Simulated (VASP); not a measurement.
Here is a VASP 6.6.1 calculation.

File INCAR:

```
PREC     = Accurate       # precision mode
ENCUT    = 520            # plane-wave cutoff, eV
EDIFF    = 1E-6           # SCF threshold, eV
ISMEAR   = 0              # smearing method
SIGMA    = 0.1            # smearing width, eV
LREAL    = False          # projectors in reciprocal space
LASPH    = True           # aspherical terms in the spheres
NELM     = 100            # most SCF steps
ALGO     = Normal         # electronic algorithm
ISIF     = 2              # what is computed and relaxed
LWAVE    = False          # write WAVECAR
LCHARG   = False          # write CHGCAR
LDIPOL   = True         
IDIPOL   = 3            
DIPOL    = 0.5 0.5 0.336
GGA      = PE             # functional
IBRION   = 2              # ionic algorithm
NSW      = 36             # ionic steps
EDIFFG   = -0.025         # ionic threshold
```

The input KPOINTS:

```
regular mesh
0
Gamma
  6 6 1
```

POSCAR

```
Mo6H
1.0
    4.4695765307      0.0000000000      0.0000000000
   -2.2347882654      3.8707668198      0.0000000000
    0.0000000000      0.0000000000     19.7595667350
Mo H
6 1
Selective dynamics
Direct
    0.6666666667      0.3333333333      0.2024335884  F F F
    0.3333333333      0.6666666667      0.2486060831  F F F
    0.0000000000      0.0000000000      0.2947785777  F F F
    0.6666666667      0.3333333333      0.3368821116  F F F
    0.3333333333      0.6666666667      0.3779725564  F F F
    0.0000000000      0.0000000000      0.4180034333  F F F
    0.3333333333      0.6666666667      0.4706872887  F F T
```

Potentials or basis: VASP PAW PBE potentials, release 64 (Mo_sv, H).

Command:

```console
$ cat potpaw_PBE.64/Mo_sv/POTCAR potpaw_PBE.64/H/POTCAR > POTCAR
$ mpirun -np 1 vasp_std > vasp.out
```

Task: Estimate the energy gained by relaxing.

Result: 0.0 meV/atom.

Final structure:
```cif
data_structure
_symmetry_space_group_name_H-M 'P 1'
_symmetry_Int_Tables_number 1
_cell_length_a 4.4696
_cell_length_b 4.4696
_cell_length_c 19.7596
_cell_angle_alpha 90.000
_cell_angle_beta 90.000
_cell_angle_gamma 120.000
_cell_volume 341.85
loop_
_atom_site_label
_atom_site_type_symbol
_atom_site_fract_x
_atom_site_fract_y
_atom_site_fract_z
_atom_site_occupancy
Mo1 Mo 0.66667 0.33333 0.20243 1
Mo2 Mo 0.33333 0.66667 0.24861 1
Mo3 Mo 0.00000 0.00000 0.29478 1
Mo4 Mo 0.66667 0.33333 0.33688 1
Mo5 Mo 0.33333 0.66667 0.37797 1
Mo6 Mo 0.00000 0.00000 0.41800 1
H1 H 0.33333 0.66667 0.47109 1
```
